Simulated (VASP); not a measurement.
Cr2Si2As: single point with PBE

The system is Cr2Si2As.

```
Si As Cr
1.0
     0.00000    3.86642    0.00000
     3.86642    0.00000    0.00000
     1.93321    1.93321   -5.26642
Si As Cr
2 1 2
Direct
  0.38610 0.38610 0.22780
  0.61390 0.61390 0.77220
  0.00000 0.00000 0.00000
  0.75000 0.25000 0.50000
  0.25000 0.75000 0.50000
```

```json
{"Program": "VASP 6.6.1", "Task": "single point", "Functional": "PBE", "Potentials or basis": "VASP PAW PBE potentials, release 64 (Si, As, Cr_pv)", "Cutoff": "520 eV", "k mesh": "9 × 9 × 9", "Occupations": "fermi-dirac, width 0.03 eV", "Spin": "no spin polarisation", "Dipole correction": "no", "k mesh for the DOS": "14 × 14 × 14", "Occupations for the DOS": "tetrahedron", "Further INCAR settings": "ALGO = Normal; EDIFF = 1e-06; NBANDS = 26"}
```

The valence electrons inside the program's atomic spheres are Si 1.68; As 2.54; Cr 10.85.

Levels at points of the mesh, in eV from the Fermi level:
```tsv
k point	band 15	band 16	band 17	band 18	band 19	band 20	band 21	band 22
(0.00, 0.00, 0.00)	-0.50	-0.50	-0.24	0.03	0.14	0.14	1.20	1.37
(0.50, 0.00, 0.00)	-1.44	-1.37	-0.56	-0.46	-0.10	0.00	0.48	0.50
(0.50, 0.50, 0.00)	-1.90	-1.10	-0.88	-0.53	-0.19	0.59	0.68	0.69
(0.00, 0.00, 0.50)	-2.31	-1.90	-0.47	0.16	0.16	0.77	0.94	1.23
```

It took 4.8 min on 1 thread of Intel(R) Xeon(R) Platinum 8488C (Sapphire Rapids), on a shared host, peak memory 0.55 GiB.

Caveat: the run has no spin polarisation, though such a crystal can be magnetic. Spin polarisation is off, so any magnetic state and its effect on volume and gap are missing.
